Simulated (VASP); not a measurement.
# S: relaxation of cell and atoms with PBE

S:

```xyz
1
Lattice="0.0000 1.5952 1.5952 1.5952 0.0000 1.5952 1.5952 1.5952 0.0000" Properties=species:S:1:pos:R:3 pbc="T T T"
S     0.0000    0.0000    0.0000
```

```json
{"Program": "VASP 6.6.1", "Task": "relaxation of cell and atoms", "Functional": "PBE", "Potentials or basis": "VASP PAW PBE potentials, release 64 (S)", "Cutoff": "600 eV", "k mesh": "20 × 20 × 20", "Occupations": "fermi-dirac, width 0.08 eV", "Spin": "no spin polarisation", "Target pressure": "200 GPa", "Dipole correction": "no", "Further INCAR settings": "ALGO = Normal; EDIFF = 1e-06; IBRION = 2; EDIFFG = -0.005; NSW = 60; ISIF = 3"}
```

```
Relaxed volume                                         : 8.11 Å³/atom
Relaxed cell                                           : a = 2.255 Å, b = 2.255 Å, c = 2.255 Å, α = 60.00°, β = 60.00°, γ = 60.00°
Space group after relaxing (to 0.05 Å)                 : Fm-3m (No. 225)
Energy change on relaxing (the enthalpy is what falls) : +12.9 meV/atom
Ionic steps                                            : 3
Pressure after relaxing                                : 200.0 GPa
Band gap on the k mesh                                 : zero (band 3 reaches 29.14 eV, above the bottom of band 4 at 12.99 eV)
```

Step by step:
```
step  energy change (eV)  largest force (eV/Å)  pressure (GPa)  volume (Å³)
   1              0.0000                0.0000          199.13         8.12
   2              0.0653                0.0000          203.53         8.07
   3              0.0129                0.0000          200.00         8.11
```

Final structure:
```
S
1.0
     0.00000    1.59452    1.59452
     1.59452    0.00000    1.59452
     1.59452    1.59452    0.00000
S
1
Direct
  0.00000 0.00000 0.00000
```

Levels at points of the mesh, in eV from the Fermi level:
| k point | band 1 | band 2 | band 3 | band 4 | band 5 | band 6 |
| --- | --- | --- | --- | --- | --- | --- |
| (0.00, 0.00, 0.00) | -26.15 | 8.85 | 8.85 | 8.85 | 12.21 | 12.21 |
| (0.50, 0.00, 0.00) | -16.58 | -15.27 | 5.48 | 5.48 | 10.82 | 10.82 |
| (0.50, 0.50, 0.00) | -13.15 | -12.14 | -1.46 | -1.46 | 1.66 | 4.70 |

Run time: 13 s on 1 thread of AMD EPYC 9R45 96-Core Processor (Zen 5) (shared host), peak memory 0.09 GiB.

Caveat: the cell is relaxed towards a set pressure, so the enthalpy falls and the energy may rise.
